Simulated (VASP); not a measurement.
Set up this calculation in VASP 6.6.1, as the native input.

```yaml
Task: relaxation of cell and atoms
Functional: PBE
Potentials_or_basis: VASP PAW PBE potentials, release 64 (Be, Zn, O)
Cutoff: 600 eV
k_mesh: 4 × 4 × 4
Occupations: gaussian, width 0.1 eV
Spin: no spin polarisation
Dipole_correction: no
Further_INCAR_settings: ALGO = Normal; EDIFF = 1e-07; IBRION = 2; EDIFFG = -0.04; NSW = 90; ISIF = 3
```

The structure of BeZn4O lies in POSCAR:

```
BeZn4O
1.0
    4.0506916300      0.0000000000      0.0000000000
    0.0000000000      4.0506916300      0.0000000000
    0.0000000000      0.0000000000      5.7120151000
Be Zn O
1 4 1
Direct
    0.5000000000      0.5000000000      0.5000000000
    0.5000000000      0.0000000000      0.7490356600
    0.0000000000      0.5000000000      0.2509643400
    0.5000000000      0.0000000000      0.2509643400
    0.0000000000      0.5000000000      0.7490356600
    0.0000000000      0.0000000000      0.0000000000
```

The cell was built from a structure type or drawn by symmetry, and may not be a known phase.

The input as run:

INCAR

```
SYSTEM = BeZn4O
  PREC = Accurate
  ENCUT = 600
  EDIFF = 1E-7
  ISMEAR = 0
  SIGMA = 0.1
  LREAL = .False.
  LASPH = .True.
  NELM = 100
  ALGO = Normal
  ISIF = 3
  LWAVE = .False.
  LCHARG = .False.
  GGA = PE
  IBRION = 2
  NSW = 90
  EDIFFG = -0.04
```

KPOINTS

```
regular mesh
0
Gamma
  4 4 4
  0 0 0
```

Potentials or basis: VASP PAW PBE potentials, release 64 (Be, Zn, O).

The run is started by

```console
$ cat potpaw_PBE.64/Be/POTCAR potpaw_PBE.64/Zn/POTCAR potpaw_PBE.64/O/POTCAR > POTCAR
$ mpirun -np 1 vasp_std > vasp.out
```

It gave:

| Quantity | Value |
| --- | --- |
| Relaxed volume | 13.72 Å³/atom |
| Relaxed cell | a = 3.812 Å, b = 3.812 Å, c = 5.664 Å, α = 90.00°, β = 90.00°, γ = 90.00° |
| Space group after relaxing (to 0.1 Å) | P4/mmm (No. 123) |
| Energy gained by relaxing | 63.8 meV/atom |
| Ionic steps | 8 |
| Pressure after relaxing | -0.2 GPa |
| Largest force after relaxing | 0.018 eV/Å |
| Band gap on the k mesh | zero (bands 28 and 29 overlap by 1.76 eV) |

Caveat: the k points lie up to 0.41 Å⁻¹ apart in the final cell, too coarse for converged energies and pressures of a metal.

Wall time 9.1 min on 1 thread of Intel Xeon 8259CL, on a shared host, peak memory 0.26 GiB.
